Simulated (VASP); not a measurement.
# Zr (P6/mmm) in VASP: single point with LDA

Aim: the single point of Zr with LDA.

Program: VASP 6.6.1. These are calculated values, not measurements. Logs are shortened: lines on timing, memory, paths and dates and some standing lists are left out, and cuts for length are marked.

### Step 1. The cell of the first run

It takes space group P6/mmm (No. 191, hexagonal). The conventional cell has a = 3.097 Å, b = 3.097 Å, c = 6.795 Å, α = 90.00°, β = 90.00°, γ = 120.00°. Zr (site symmetry 6/mmm) has 6 Zr at 3.10 Å within 4.1 Å.

### Step 2. Single point, LDA

Input file INCAR:

```
PREC = Accurate
ENCUT = 520
EDIFF = 1E-7
ISMEAR = -1
SIGMA = 0.2
LREAL = False
LASPH = True
NELM = 60
ALGO = Normal
ISIF = 2
LWAVE = False
LCHARG = False
NBANDS = 12
```

Input file KPOINTS:

```
Automatic mesh
0
Gamma
  9 9 4
```

Input file POSCAR:

```
Zr
1.0
    3.0971250000      0.0000000000      0.0000000000
   -1.5485620000      2.6821890000      0.0000000000
    0.0000000000      0.0000000000      6.7945000000
Zr
1
Direct
    0.0000000000      0.0000000000      0.5000000000
```

Potentials or basis: VASP PAW LDA potentials, release 64 (Zr_sv).

Run with:

```sh
> cat potpaw_LDA.64/Zr_sv/POTCAR > POTCAR
> mpirun -np 1 vasp_std > vasp.out
```

OUTCAR:

```text
PREC = Accurate
   ENCUT = 520
   EDIFF = 1E-7
   ISMEAR = -1
   LREAL = False
   LASPH = True
   NELM = 60
   ISIF = 2

 ion  position               nearest neighbor table
   1  0.000  0.000  0.500-

  LATTYP: Found a hexagonal cell.
 ALAT       =     3.0971250000
 C/A-ratio  =     2.1938087743

  Lattice vectors:

 A1 = (   3.0971250000,   0.0000000000,   0.0000000000)
 A2 = (  -1.5485620000,   2.6821890000,   0.0000000000)
 A3 = (   0.0000000000,   0.0000000000,   6.7945000000)

Analysis of symmetry for initial positions (statically):
=====================================================================
 Subroutine PRICEL returns:
 Original cell was already a primitive cell.

 Routine SETGRP: Setting up the symmetry group for a
 hexagonal supercell.

 Subroutine GETGRP returns: Found 24 space group operations
 (whereof 24 operations were pure point group operations)
 out of a pool of 24 trial point group operations.

The static configuration has the point symmetry D_6h.

Analysis of symmetry for dynamics (positions and initial velocities):
=====================================================================
 Subroutine PRICEL returns:
 Original cell was already a primitive cell.

 Routine SETGRP: Setting up the symmetry group for a
 hexagonal supercell.

 Subroutine GETGRP returns: Found 24 space group operations
 (whereof 24 operations were pure point group operations)
 out of a pool of 24 trial point group operations.

The dynamic configuration has the point symmetry D_6h.

 Subroutine INISYM returns: Found 24 space group operations
 (whereof 24 operations are pure point group operations),
 and found     1 'primitive' translations

----------------------------------------------------------------------------------------

                                     Primitive cell

  volume of cell :      56.4424

  direct lattice vectors                    reciprocal lattice vectors
     3.097125000  0.000000000  0.000000000     0.322880090  0.186414842  0.000000000
    -1.548562000  2.682189000  0.000000000     0.000000000  0.372829804  0.000000000
     0.000000000  0.000000000  6.794500000     0.000000000  0.000000000  0.147177864

  length of vectors
     3.097125000  3.097124812  6.794500000     0.372829782  0.372829804  0.147177864

  position of ions in fractional coordinates (direct lattice)
     0.000000000  0.000000000  0.500000000

  ion indices of the primitive-cell ions
   primitive index   ion index
                 1           1

[... 78 lines left out ...]
   ISYM   =      2    0-nonsym 1-usesym 2-fastsym
   POTIM  = 0.5000    time-step for ionic-motion
   TEBEG  =    0.0;   TEEND  =   0.0 temperature during run
   PSTRESS=    0.0 pullay stress
   NELECT =      12.0000    total number of electrons
   NUPDOWN=      -1.0000    fix difference up-down
   EMIN   =  10.00;   EMAX   =-10.00  energy-range for DOS
   EFERMI =   0.00;   METHOD = LEGACY
   ISMEAR =    -1;   SIGMA  =   0.20  broadening in eV -4-tet -1-fermi 0-gaus
   EFERMI_NEDOS =   21; number of points for ismear=-14 and -15
   IALGO  =     38    algorithm
   IMIX   =      4    mixing-type and parameters
     AMIX     =   0.40;   BMIX     =  1.00
     AMIX_MAG =   1.60;   BMIX_MAG =  1.00
  volume/ion in A,a.u.               =      56.44       380.89
  Fermi-wavevector in a.u.,A,eV,Ry     =   0.977087  1.846427 12.989477  0.954700
  Thomas-Fermi vector in A             =   2.107757
   LORBIT       =      0    0 simple, 1 ext, 2 COOP (PROOUT), +10 PAW based schemes
   GGA     = CA    functional components
   LHFCALC =     F    Hartree Fock is set to
   AEXX    =    0.0000 exact exchange contribution
   IVDW    =     0    specifies the selected vdW correction
   LEPSILON=     F    determine dielectric tensor
   LRPA    =     F    only Hartree local field effects (RPA)
 non-spin polarized calculation
  energy-cutoff  :      520.00
  volume of cell :       56.44
 maximum number of plane-waves:      1538
 NGX is ok and might be reduce to    24
   NGX = 11   NGY = 11   NGZ = 25

 number of electron      12.0000000 magnetization

 Free energy of the ion-electron system (eV)
  ---------------------------------------------------
  ext. energy  EPLUGINS =         0.00000000
  ---------------------------------------------------
  free energy    TOTEN  =        -7.29784884 eV

  energy without entropy =       -6.98047037  energy(sigma->0) =       -7.13915961

 E-fermi :   1.3038     XC(G=0):  -6.8583

 val. band max:        1.2812886186   @ k =   0.2222   0.1111   0.5000
 cond. band min:       1.3084992798   @ k =   0.2222  -0.0000   0.0000
 fundamental gap:      0.0272106612
 Fermi energy:         1.3037975028

 k-point     1 :       0.0000    0.0000    0.0000
  band No.  band energies     occupation
      1     -47.4471      2.00000
      2     -25.7500      2.00000
      3     -25.0029      2.00000
      4     -25.0029      2.00000
      5      -2.5802      2.00000
      6       0.7764      1.86642
      7       2.3113      0.01289
      8       2.5580      0.00377
      9       2.5580      0.00377
     10       5.0814      0.00000
     11       5.0814      0.00000
     12       5.9493      0.00000
[... 331 lines left out ...]
 k-point    24 :       0.3333    0.3333    0.2500
  band No.  band energies     occupation
      1     -47.2904      2.00000
      2     -25.6924      2.00000
      3     -25.6924      2.00000
      4     -25.5806      2.00000
      5       1.5658      0.42491
      6       1.5658      0.42491
      7       1.6226      0.33763
      8       1.6226      0.33762
      9       3.4466      0.00004
     10       8.5195      0.00000
     11       9.0251      0.00000
     12       9.0252      0.00000

 [... further k-points ...]

------------------------ aborting loop because EDIFF is reached ----------------------------------------

  FORCE on cell =-STRESS in cart. coord.  units (eV):
  Direction    XX          YY          ZZ          XY          YZ          ZX
  --------------------------------------------------------------------------------------
  -------------------------------------------------------------------------------------
  Total       -2.5155154     -2.5155155     -0.2783353     -0.0000005      0.0000000      0.0000000
  in kB      -71.4055462    -71.4055500     -7.9008387     -0.0000133      0.0000000      0.0000000
  external PRESSURE =     -50.2373116 kB  Pullay stress =       0.0000000 kB

 VOLUME and BASIS-vectors are now :
 -----------------------------------------------------------------------------
  energy-cutoff  :      520.00
  volume of cell :       56.44
      direct lattice vectors                 reciprocal lattice vectors
     3.097125000  0.000000000  0.000000000     0.322880090  0.186414842  0.000000000
    -1.548562000  2.682189000  0.000000000     0.000000000  0.372829804  0.000000000
     0.000000000  0.000000000  6.794500000     0.000000000  0.000000000  0.147177864

 POSITION                                       TOTAL-FORCE (eV/Angst)
 -----------------------------------------------------------------------------------
      0.00000      0.00000      3.39725         0.000000      0.000000      0.000000
 -----------------------------------------------------------------------------------
    total drift:                                0.000000      0.000000      0.000000

  FREE ENERGIE OF THE ION-ELECTRON SYSTEM (eV)
  ---------------------------------------------------
  free  energy   TOTEN  =        -7.2978488448 eV

  energy  without entropy=       -6.9804703658  energy(sigma->0) =       -7.13915961
```

OSZICAR:

```text
N       E                     dE             d eps       ncg     rms          rms(c)
DAV:   1     0.955628810154E+02    0.95563E+02   -0.61747E+03   872   0.863E+02
DAV:   2    -0.955113281539E+00   -0.96518E+02   -0.93636E+02  1052   0.246E+02
DAV:   3    -0.757556970564E+01   -0.66205E+01   -0.65361E+01  1464   0.514E+01
DAV:   4    -0.775109225275E+01   -0.17552E+00   -0.17533E+00  1084   0.769E+00
DAV:   5    -0.775607215615E+01   -0.49799E-02   -0.49797E-02  1244   0.104E+00    0.745E+00
DAV:   6    -0.738441413667E+01    0.37166E+00   -0.44743E-01   924   0.463E+00    0.302E+00
DAV:   7    -0.729808048246E+01    0.86334E-01   -0.24251E-01   936   0.343E+00    0.620E-01
DAV:   8    -0.729779762640E+01    0.28286E-03   -0.91726E-03  1052   0.843E-01    0.145E-01
DAV:   9    -0.729778661147E+01    0.11015E-04   -0.62243E-04  1060   0.201E-01    0.385E-02
DAV:  10    -0.729782061320E+01   -0.34002E-04   -0.35648E-05  1016   0.375E-02    0.139E-02
DAV:  11    -0.729784754201E+01   -0.26929E-04   -0.26628E-05   976   0.267E-02    0.103E-02
DAV:  12    -0.729784820771E+01   -0.66569E-06   -0.60682E-07  1112   0.552E-03    0.700E-03
DAV:  13    -0.729784882543E+01   -0.61772E-06   -0.10655E-06   928   0.826E-03    0.166E-03
DAV:  14    -0.729784884476E+01   -0.19333E-07   -0.49320E-08   928   0.188E-03
   1 F= -.72978488E+01 E0= -.71391596E+01  d E =-.317378E+00
```

stdout:

```text
POSCAR found type information on POSCAR Zr
 POSCAR found :  1 types and       1 ions
 scaLAPACK will be used
 LDA part: xc-table for (Slater(with rela. corr.)+CA(PZ))
 , standard interpolation
 POSCAR, INCAR and KPOINTS ok, starting setup
 FFT: planning ... GRIDC
 FFT: planning ... GRID_SOFT
 FFT: planning ... GRID
 WAVECAR not read
 entering main loop
```

Run time: 21 s. Hardware: 1 thread of Intel Xeon Platinum 8259CL at 2.50GHz (Skylake/Cascade Lake), shared host; peak memory 0.16 GiB.

What came out:

```
Free energy            : -7.2978 eV
Pressure               : -5.0 GPa
Band gap on the k mesh : zero (band 6 reaches 1.57 eV, above the bottom of band 7 at 0.94 eV)
```
